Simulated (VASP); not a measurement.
# NbP (P6_3/mmc) in VASP: notebook

The runs below take NbP through relaxation of cell and atoms, relaxation of shape and atoms at fixed volume, with PBE.

Program: VASP 6.6.1. These are calculated values, not measurements. Logs are shortened: lines on timing, memory, paths and dates and some standing lists are left out, and cuts for length are marked.

### Step 1. The cell of the first run

The structure is hexagonal, space group P6_3/mmc (No. 194). Conventional cell: a = 3.732 Å, b = 3.732 Å, c = 5.201 Å, α = 90.00°, β = 90.00°, γ = 120.00°. Nb (site symmetry -3m) has 6 P at 2.52 Å and 2 Nb at 2.60 Å within 3.3 Å. Within 3.4 Å of P (site symmetry -6m2) lie 6 Nb at 2.52 Å and 6 P at 3.38 Å.

### Step 2. Relaxation of cell and atoms, PBE

Contents of INCAR:

```
PREC = Accurate
ENCUT = 500
EDIFF = 1E-7
ISMEAR = 0
SIGMA = 0.05
LREAL = F
LASPH = T
NELM = 120
ALGO = Normal
ISIF = 3
LWAVE = F
LCHARG = F
GGA = PE
IBRION = 2
NSW = 80
EDIFFG = -0.01
GGA_COMPAT = F
NELMIN = 4
```

Contents of KPOINTS:

```
regular mesh
0
Gamma
  10 10 8
```

Contents of POSCAR:

```
NbP
1.0
    3.7316105112      0.0000000000      0.0000000000
   -1.8658052556      3.2316694998      0.0000000000
    0.0000000000      0.0000000000      5.2009514835
Nb P
2 2
Direct
    0.0000000000      0.0000000000      0.0000000000
    0.0000000000      0.0000000000      0.5000000000
    0.3333333333      0.6666666667      0.2500000000
    0.6666666667      0.3333333333      0.7500000000
```

Potentials or basis: VASP PAW PBE potentials, release 64 (Nb_sv, P).

Command:

```console
$ cat potpaw_PBE.64/Nb_sv/POTCAR potpaw_PBE.64/P/POTCAR > POTCAR
$ mpirun -np 1 vasp_std > vasp.out
```

OUTCAR:

```text
PREC = Accurate
   ENCUT = 500
   EDIFF = 1E-7
   ISMEAR = 0
   LREAL = F
   LASPH = T
   NELM = 120
   ISIF = 3
   GGA = PE
   IBRION = 2
   NSW = 80
   EDIFFG = -0.01
   NELMIN = 4

 ion  position               nearest neighbor table
   1  0.000  0.000  0.000-   3 2.52   4 2.52   4 2.52   3 2.52   4 2.52   3 2.52   2 2.60   2 2.60

   2  0.000  0.000  0.500-   3 2.52   4 2.52   4 2.52   3 2.52   4 2.52   3 2.52   1 2.60   1 2.60

   3  0.333  0.667  0.250-   1 2.52   2 2.52   1 2.52   2 2.52   1 2.52   2 2.52
   4  0.667  0.333  0.750-   1 2.52   2 2.52   1 2.52   2 2.52   1 2.52   2 2.52

  LATTYP: Found a hexagonal cell.
 ALAT       =     3.7316105112
 C/A-ratio  =     1.3937551810

  Lattice vectors:

 A1 = (   3.7316105112,   0.0000000000,   0.0000000000)
 A2 = (  -1.8658052556,   3.2316694998,   0.0000000000)
 A3 = (   0.0000000000,   0.0000000000,   5.2009514835)

Analysis of symmetry for initial positions (statically):
=====================================================================
 Subroutine PRICEL returns:
 Original cell was already a primitive cell.

 Routine SETGRP: Setting up the symmetry group for a
 hexagonal supercell.

 Subroutine GETGRP returns: Found 24 space group operations
 (whereof 12 operations were pure point group operations)
 out of a pool of 24 trial point group operations.

The static configuration has the point symmetry D_3d.
 The point group associated with its full space group is D_6h.

Analysis of symmetry for dynamics (positions and initial velocities):
=====================================================================
 Subroutine PRICEL returns:
 Original cell was already a primitive cell.

 Routine SETGRP: Setting up the symmetry group for a
 hexagonal supercell.

 Subroutine GETGRP returns: Found 24 space group operations
 (whereof 12 operations were pure point group operations)
 out of a pool of 24 trial point group operations.

The dynamic configuration has the point symmetry D_3d.
 The point group associated with its full space group is D_6h.

 Subroutine INISYM returns: Found 24 space group operations
 (whereof 12 operations are pure point group operations),
 and found     1 'primitive' translations

----------------------------------------------------------------------------------------

                                     Primitive cell

  volume of cell :      62.7200

  direct lattice vectors                    reciprocal lattice vectors
     3.731610511  0.000000000  0.000000000     0.267980808  0.154718792  0.000000000
    -1.865805256  3.231669500  0.000000000     0.000000000  0.309437583  0.000000000
     0.000000000  0.000000000  5.200951483     0.000000000  0.000000000  0.192272511

  length of vectors
     3.731610511  3.731610511  5.200951483     0.309437583  0.309437583  0.192272511

  position of ions in fractional coordinates (direct lattice)
     0.000000000  0.000000000  0.000000000
     0.000000000  0.000000000  0.500000000
     0.333333333  0.666666667  0.250000000
     0.666666667  0.333333333  0.750000000

  ion indices of the primitive-cell ions
   primitive index   ion index
                 1           1
                 2           2
                 3           3
                 4           4

----------------------------------------------------------------------------------------

 KPOINTS: regular mesh

Automatic generation of k-mesh.
 Grid dimensions read from file:
 generate k-points for:   10   10    8

 Generating k-lattice:

  Cartesian coordinates                     Fractional coordinates (reciprocal lattice)
     0.026798081  0.015471879  0.000000000     0.100000000 -0.000000000  0.000000000
     0.000000000  0.030943758  0.000000000     0.000000000  0.100000000  0.000000000
     0.000000000  0.000000000  0.024034064     0.000000000  0.000000000  0.125000000

  Length of vectors
     0.030943758  0.030943758  0.024034064

  Shift w.r.t. Gamma in fractional coordinates (k-lattice)
     0.000000000  0.000000000  0.000000000

 Subroutine IBZKPT returns following result:
 ===========================================

 Found     70 irreducible k-points:

 Following reciprocal coordinates:
            Coordinates               Weight
  0.000000  0.000000  0.000000      1.000000
  0.100000 -0.000000  0.000000      6.000000
  0.200000 -0.000000  0.000000      6.000000
  0.300000  0.000000  0.000000      6.000000
  0.400000  0.000000  0.000000      6.000000
  0.500000  0.000000  0.000000      3.000000
[... 16 lines left out ...]
  0.300000  0.100000  0.125000     24.000000
  0.400000  0.100000  0.125000     24.000000
 [... further k-points ...]
   k-points           NKPTS =     70   k-points in BZ     NKDIM =     70   number of bands    NBANDS=     22
   number of dos      NEDOS =    301   number of ions     NIONS =      4
   total plane-waves  NPLWV =  31360
   dimension x,y,z NGX =    28 NGY =   28 NGZ =   40
   dimension x,y,z NGXF=    56 NGYF=   56 NGZF=   80
   ions per type =               2   2
   NGX,Y,Z   is equivalent  to a cutoff of  12.47, 12.47, 12.79 a.u.
   NGXF,Y,Z  is equivalent  to a cutoff of  24.95, 24.95, 25.57 a.u.
 SYSTEM =  unknown system
   PREC   = accura    normal or accurate (medium, high low for compatibility)
   ISTART =      0    job   : 0-new  1-cont  2-samecut
   ICHARG =      2    charge: 1-file 2-atom 10-const
   ISPIN  =      1    spin polarized calculation?
   LNONCOLLINEAR =      F non collinear calculations
   LSORBIT =      F    spin-orbit coupling
   LASPH  =      T    aspherical Exc in radial PAW
   ENCUT  =  500.0 eV  36.75 Ry    6.06 a.u.   6.80  6.80  9.48*2*pi/ulx,y,z
   NELM   =    120;   NELMIN=  4; NELMDL= -5     # of ELM steps
   EDIFF  = 0.1E-06   stopping-criterion for ELM
   LREAL  =      F    real-space projection
   EDIFFG = -.1E-01   stopping-criterion for IOM
   NSW    =     80    number of steps for IOM
   IBRION =      2    ionic relax: 0-MD 1-quasi-New 2-CG
   NFREE  =      1    steps in history (QN), initial steepest desc. (CG)
   ISIF   =      3    stress and relaxation
   ISYM   =      2    0-nonsym 1-usesym 2-fastsym
   POTIM  = 0.5000    time-step for ionic-motion
   TEBEG  =    0.0;   TEEND  =   0.0 temperature during run
   PSTRESS=    0.0 pullay stress
   NELECT =      36.0000    total number of electrons
   NUPDOWN=      -1.0000    fix difference up-down
   EMIN   =  10.00;   EMAX   =-10.00  energy-range for DOS
   EFERMI =   0.00;   METHOD = LEGACY
   ISMEAR =     0;   SIGMA  =   0.05  broadening in eV -4-tet -1-fermi 0-gaus
   EFERMI_NEDOS =   21; number of points for ismear=-14 and -15
   IALGO  =     38    algorithm
   IMIX   =      4    mixing-type and parameters
     AMIX     =   0.40;   BMIX     =  1.00
     AMIX_MAG =   1.60;   BMIX_MAG =  1.00
  volume/ion in A,a.u.               =      15.68       105.81
  Fermi-wavevector in a.u.,A,eV,Ry     =   1.360526  2.571022 25.184821  1.851032
  Thomas-Fermi vector in A             =   2.487181
   LORBIT       =      0    0 simple, 1 ext, 2 COOP (PROOUT), +10 PAW based schemes
   GGA     = PE    functional components
   LHFCALC =     F    Hartree Fock is set to
   AEXX    =    0.0000 exact exchange contribution
   IVDW    =     0    specifies the selected vdW correction
   LEPSILON=     F    determine dielectric tensor
   LRPA    =     F    only Hartree local field effects (RPA)
 conjugate gradient relaxation of ions
 non-spin polarized calculation
 Gauss-broadening in eV      SIGMA  =   0.05
  energy-cutoff  :      500.00
  volume of cell :       62.72
 maximum number of plane-waves:      1612
 NGX is ok and might be reduce to    28
   NGX = 13   NGY = 13   NGZ = 19

--------------------------------------- Ionic step        1  -------------------------------------------

 number of electron      35.9999999 magnetization

 Free energy of the ion-electron system (eV)
  ---------------------------------------------------
  ext. energy  EPLUGINS =         0.00000000
  ---------------------------------------------------
  free energy    TOTEN  =       -32.83423171 eV

  energy without entropy =      -32.82845038  energy(sigma->0) =      -32.83134105

------------------------ aborting loop because EDIFF is reached ----------------------------------------

  FORCE on cell =-STRESS in cart. coord.  units (eV):
  Direction    XX          YY          ZZ          XY          YZ          ZX
  --------------------------------------------------------------------------------------
  -------------------------------------------------------------------------------------
  Total        2.5366801      2.5366801     19.9357841     -0.0000000      0.0000000      0.0000000
  in kB       64.7992869     64.7992869    509.2579935     -0.0000000      0.0000000      0.0000000
  external PRESSURE =     212.9521891 kB  Pullay stress =       0.0000000 kB
[... 61 lines left out ...]
  energy  without entropy=      -33.0021324783  energy(sigma->0) =      -33.00470734

--------------------------------------- Ionic step        3  -------------------------------------------

 number of electron      35.9999998 magnetization

 E-fermi :   9.6506     XC(G=0): -11.3573

 val. band max:        9.6442883523   @ k =   0.1000   0.1000   0.3750
 cond. band min:       9.6525207555   @ k =   0.4000   0.2000   0.2500
 fundamental gap:      0.0082324033
 Fermi energy:         9.6505547108

 k-point     1 :       0.0000    0.0000    0.0000
  band No.  band energies     occupation
      1     -45.9750      2.00000
      2     -45.8858      2.00000
      3     -22.3626      2.00000
      4     -22.0581      2.00000
      5     -22.0581      2.00000
      6     -21.9604      2.00000
[... 622 lines left out ...]
  FREE ENERGIE OF THE ION-ELECTRON SYSTEM (eV)
  ---------------------------------------------------
  free  energy   TOTEN  =       -33.8687035253 eV

  energy  without entropy=      -33.8639847413  energy(sigma->0) =      -33.86634413

[... ionic steps 4 to 13 ...]

--------------------------------------- Ionic step       14  -------------------------------------------

 number of electron      35.9999991 magnetization

------------------------ aborting loop because EDIFF is reached ----------------------------------------

  FORCE on cell =-STRESS in cart. coord.  units (eV):
  Direction    XX          YY          ZZ          XY          YZ          ZX
  --------------------------------------------------------------------------------------
  -------------------------------------------------------------------------------------
  Total       -0.0327284     -0.0327284     -0.0745596      0.0000000      0.0000000     -0.0000000
  in kB       -0.8210734     -0.8210734     -1.8705164      0.0000000      0.0000000     -0.0000000
  external PRESSURE =      -1.1708877 kB  Pullay stress =       0.0000000 kB
[... 61 lines left out ...]
  energy  without entropy=      -35.0591523153  energy(sigma->0) =      -35.06085217

--------------------------------------- Ionic step       16  -------------------------------------------

 number of electron      35.9999991 magnetization

 Free energy of the ion-electron system (eV)
  ---------------------------------------------------
  ext. energy  EPLUGINS =         0.00000000
  ---------------------------------------------------
  free energy    TOTEN  =       -35.06256809 eV

  energy without entropy =      -35.05909692  energy(sigma->0) =      -35.06083251

 E-fermi :  10.7387     XC(G=0): -12.0301

 val. band max:       10.7242663656   @ k =   0.1000  -0.0000   0.2500
 cond. band min:      10.7477143657   @ k =   0.1000   0.1000   0.0000
 fundamental gap:      0.0234480001
 Fermi energy:        10.7387389113

 k-point     1 :       0.0000    0.0000    0.0000
  band No.  band energies     occupation
      1     -44.1889      2.00000
      2     -44.1705      2.00000
      3     -20.5021      2.00000
      4     -20.2125      2.00000
      5     -20.1125      2.00000
      6     -20.1125      2.00000
[... 622 lines left out ...]
  FREE ENERGIE OF THE ION-ELECTRON SYSTEM (eV)
  ---------------------------------------------------
  free  energy   TOTEN  =       -35.0625680939 eV

  energy  without entropy=      -35.0590969218  energy(sigma->0) =      -35.06083251

 reached required accuracy - stopping structural energy minimisation
```

It took 11 min on 1 thread of Intel Xeon 6975P-C (Granite Rapids), shared host; peak memory 0.23 GiB.

Results:

* Free energy: -35.0626 eV
* Relaxed volume: 15.96 Å³/atom
* Relaxed cell: a = 3.317 Å, b = 3.317 Å, c = 6.699 Å, α = 90.00°, β = 90.00°, γ = 120.00°
* Space group after relaxing (to 0.1 Å): P6_3/mmc (No. 194)
* Energy gained by relaxing: 557.1 meV/atom
* Ionic steps: 16
* Pressure after relaxing: 0.0 GPa
* Band gap on the k mesh: zero (bands 18 and 19 overlap by 0.48 eV)

The path:
| step | energy change (eV) | largest force (eV/Å) | pressure (GPa) | volume (Å³) |
| --- | --- | --- | --- | --- |
| 1 | 0.0000 | 0.0000 | 21.30 | 62.72 |
| 2 | -0.1731 | 0.0000 | -23.80 | 82.63 |
| 3 | -1.0345 | 0.0000 | -8.91 | 72.09 |
| 4 | -1.8088 | 0.0000 | -3.30 | 67.13 |
| 5 | -1.2193 | 0.0000 | 30.38 | 55.28 |
| 6 | -2.1397 | 0.0000 | 3.35 | 63.48 |
| 7 | -2.1505 | 0.0000 | 9.30 | 61.08 |
| 8 | -2.1707 | 0.0000 | 7.17 | 61.87 |
| 9 | -1.9827 | 0.0000 | -7.78 | 65.69 |
| 10 | -2.2218 | 0.0000 | 1.40 | 63.18 |
| 11 | -2.2220 | 0.0000 | 1.65 | 63.12 |
| 12 | -2.2277 | 0.0000 | -0.62 | 64.08 |
| 13 | -2.2283 | 0.0000 | -0.08 | 63.85 |
| 14 | -2.2283 | 0.0000 | -0.12 | 63.86 |
| 15 | -2.2283 | 0.0000 | 0.06 | 63.82 |
| 16 | -2.2283 | 0.0000 | -0.02 | 63.84 |

Final structure:
```
Nb P
1.0
     3.31720    0.00000    0.00000
    -1.65860    2.87278    0.00000
     0.00000    0.00000    6.69917
Nb P
2 2
Direct
  0.00000 0.00000 0.00000
  0.00000 0.00000 0.50000
  0.33333 0.66667 0.25000
  0.66667 0.33333 0.75000
```

Caveat: a cell axis changed by over 15 % at a fixed basis, so the end point is rough.

### Step 3. Relaxation of shape and atoms at fixed volume, PBE (15.67 Å³/atom)

Contents of INCAR:

```
SYSTEM = NbP
  ALGO = Normal
  EDIFF = 1E-7
  EDIFFG = -0.01
  ENCUT = 500
  GGA = PE
  GGA_COMPAT = .False.
  IBRION = 2
  ISIF = 4
  ISMEAR = 0
  LASPH = .True.
  LCHARG = .False.
  LREAL = .False.
  LWAVE = .False.
  NELM = 120
  NELMIN = 4
  NSW = 60
  PREC = Accurate
  SIGMA = 0.05
```

Contents of KPOINTS:

```
k-points
0
Gamma
  10 10 8
  0 0 0
```

Contents of POSCAR:

```
NbP
1.0
    3.2940310374      0.0000000000      0.0000000000
   -1.6470155187      2.8527145592      0.0000000000
    0.0000000000      0.0000000000      6.6713201046
Nb P
2 2
Direct
    0.0000000000      0.0000000000      0.0000000000
    0.0000000000      0.0000000000      0.5000000000
    0.3333333333      0.6666666667      0.2500000000
    0.6666666667      0.3333333333      0.7500000000
```

Potentials or basis: VASP PAW PBE potentials, release 64 (Nb_sv, P).

Command:

```console
$ cat potpaw_PBE.64/Nb_sv/POTCAR potpaw_PBE.64/P/POTCAR > POTCAR
$ mpirun -np 1 vasp_std > vasp.out
```

It took 75 s on 1 thread of Intel Xeon 6975P-C (Granite Rapids), shared host; peak memory 0.22 GiB.

Results (log left out):

- Free energy: -35.0710 eV
- Energy gained by relaxing: 0.2 meV/atom
- Ionic steps: 3
- Pressure after relaxing: 3.3 GPa
- Band gap on the k mesh: zero (bands 18 and 19 overlap by 0.53 eV)

Step by step:
```
step  energy change (eV)  largest force (eV/Å)  pressure (GPa)  volume (Å³)
   1              0.0000                0.0000            3.54        62.69
   2             -0.0008                0.0000            3.36        62.69
   3             -0.0009                0.0000            3.28        62.69
```

Final structure:
```
Nb P
1.0
     3.28619    0.00000    0.00000
    -1.64310    2.84593    0.00000
     0.00000    0.00000    6.70318
Nb P
2 2
Direct
  0.00000 0.00000 0.00000
  0.00000 0.00000 0.50000
  0.33333 0.66667 0.25000
  0.66667 0.33333 0.75000
```

Levels at points of the mesh, in eV from the Fermi level:
| k point | band 16 | band 17 | band 18 | band 19 | band 20 | band 21 |
| --- | --- | --- | --- | --- | --- | --- |
| (0.00, 0.00, 0.00) | -0.57 | -0.57 | -0.05 | -0.05 | 1.36 | 1.36 |
| (0.50, 0.00, 0.00) | -2.51 | -1.43 | -0.36 | 0.78 | 2.88 | 3.10 |
| (0.00, 0.00, 0.50) | -1.95 | 0.21 | 0.21 | 0.57 | 0.57 | 0.57 |
| (0.50, 0.00, 0.50) | -2.41 | -1.54 | -1.54 | 2.83 | 2.83 | 2.98 |

### Step 4. Relaxation of shape and atoms at fixed volume, PBE (16.31 Å³/atom)

This run uses another cell than the first one, of 16.31 Å³/atom.

Contents of INCAR:

```
ALGO = Normal ; EDIFF = 1E-7
EDIFFG = -0.01 ; ENCUT = 500
GGA = PE ; GGA_COMPAT = F
IBRION = 2 ; ISIF = 4
ISMEAR = 0 ; LASPH = T
LCHARG = F ; LREAL = F
LWAVE = F ; NELM = 120
NELMIN = 4 ; NSW = 60
PREC = Accurate ; SIGMA = 0.05
```

Contents of KPOINTS:

```
k-points
0
Gamma
  10 10 8
```

Contents of POSCAR:

```
NbP
1.0
    3.3382514957      0.0000000000      0.0000000000
   -1.6691257479      2.8910105995      0.0000000000
    0.0000000000      0.0000000000      6.7608787122
Nb P
2 2
Direct
    0.0000000000      0.0000000000      0.0000000000
    0.0000000000      0.0000000000      0.5000000000
    0.3333333333      0.6666666667      0.2500000000
    0.6666666667      0.3333333333      0.7500000000
```

Command:

```console
$ cat potpaw_PBE.64/Nb_sv/POTCAR potpaw_PBE.64/P/POTCAR > POTCAR
$ mpirun -np 1 vasp_std > vasp.out
```

It took 78 s on 1 thread of Intel Xeon 6975P-C (Granite Rapids), shared host; peak memory 0.22 GiB.

It converged, with:

```yaml
Free_energy: -35.0673 eV
Energy_gained_by_relaxing: 0.3 meV/atom
Ionic_steps: 3
Pressure_after_relaxing: -3.7 GPa
Band_gap_on_the_k_mesh: zero (bands 18 and 19 overlap by 0.45 eV)
```

The path:
```csv
step,energy change (eV),largest force (eV/Å),pressure (GPa),volume (Å³)
1,0.0000,0.0000,-3.95,65.25
2,-0.0009,0.0000,-3.78,65.25
3,-0.0010,0.0000,-3.72,65.25
```

Final structure:
```
CELL_PARAMETERS angstrom
3.34602 0.00000 0.00000
-1.67301 2.89774 0.00000
0.00000 0.00000 6.72952
ATOMIC_POSITIONS crystal
Nb 0.00000 0.00000 0.00000
Nb 0.00000 0.00000 0.50000
P 0.33333 0.66667 0.25000
P 0.66667 0.33333 0.75000
```

Levels at points of the mesh, in eV from the Fermi level:
| k point | band 15 | band 16 | band 17 | band 18 | band 19 | band 20 | band 21 | band 22 |
| --- | --- | --- | --- | --- | --- | --- | --- | --- |
| (0.00, 0.00, 0.00) | -1.03 | -0.56 | -0.56 | -0.10 | -0.10 | 1.17 | 1.17 | 1.76 |
| (0.50, 0.00, 0.00) | -2.58 | -2.56 | -1.27 | -0.49 | 0.75 | 2.63 | 2.85 | 3.02 |
| (0.00, 0.00, 0.50) | -1.98 | -1.98 | 0.26 | 0.26 | 0.51 | 0.51 | 0.51 | 0.51 |
| (0.50, 0.00, 0.50) | -2.42 | -2.42 | -1.44 | -1.44 | 2.72 | 2.72 | 2.73 | 2.73 |

(Continued in part 2 of 2.)
